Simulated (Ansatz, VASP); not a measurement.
AgCl: VASP beside Ansatz

File INCAR:

```
  ALGO = Normal
  EDIFF = 1E-6
  ENCUT = 520
  GGA = PS
  ISIF = 2
  ISMEAR = -1
  LASPH = T
  LCHARG = F
  LREAL = F
  LWAVE = F
  NBANDS = 16
  NELM = 60
  PREC = Accurate
  SIGMA = 0.05
```

The input KPOINTS:

```
k-points
0
Gamma
  8 8 8
```

POSCAR

```
AgCl
1.0
    0.0000000000      2.7886410693      2.7886410693
    2.7886410693      0.0000000000      2.7886410693
    2.7886410693      2.7886410693      0.0000000000
Ag Cl
1 1
Direct
    0.0000000000      0.0000000000      0.0000000000
    0.5000000000      0.5000000000      0.5000000000
```

input.yaml

```yaml
crystal:
  lattice:
    - [0.0, 2.7886410693, 2.7886410693]
    - [2.7886410693, 0.0, 2.7886410693]
    - [2.7886410693, 2.7886410693, 0.0]
  atoms:
    - { symbol: Ag, position: [0.0, 0.0, 0.0] }
    - { symbol: Cl, position: [0.5, 0.5, 0.5] }
kpoints:
  mp_grid: { grid: [8, 8, 8] }
scf:
  occupations: { method: fermi_dirac, width: 0.05 }
hamiltonian:
  xc: pbesol
  pseudopotentials: { kind: all_electron, lapw: { basis_error: 0.001 } }
output:
  forces: true
  stress: true
  eigenvalues: true
```

Change from the starting cell: volume scaled by 1.06.

Alike in both runs: task single point; functional PBEsol; k mesh 8 × 8 × 8; occupations fermi-dirac, width 0.05 eV; no spin polarisation.

|  | VASP | Ansatz |
| --- | --- | --- |
| version | VASP 6.6.1 | Ansatz 0.2.0 |
| potentials or method | VASP PAW PBE potentials, release 64 (Ag, Cl), cutoff 520 eV | all-electron LAPW, scalar-relativistic |

|  | VASP | Ansatz | Ansatz less VASP |
| --- | --- | --- | --- |
| gap on the k mesh at the Fermi level (eV) | 0.74 | 0.74 | +0.005 |
| least direct gap on the mesh (eV) | 2.99 | 2.99 | +0.004 |
| pressure (GPa) | -3.4 | -3.3 | +0.10 |

VASP's potentials were made for PBE, not for PBEsol. Ansatz ran all-electron here, and VASP with PAW potentials.
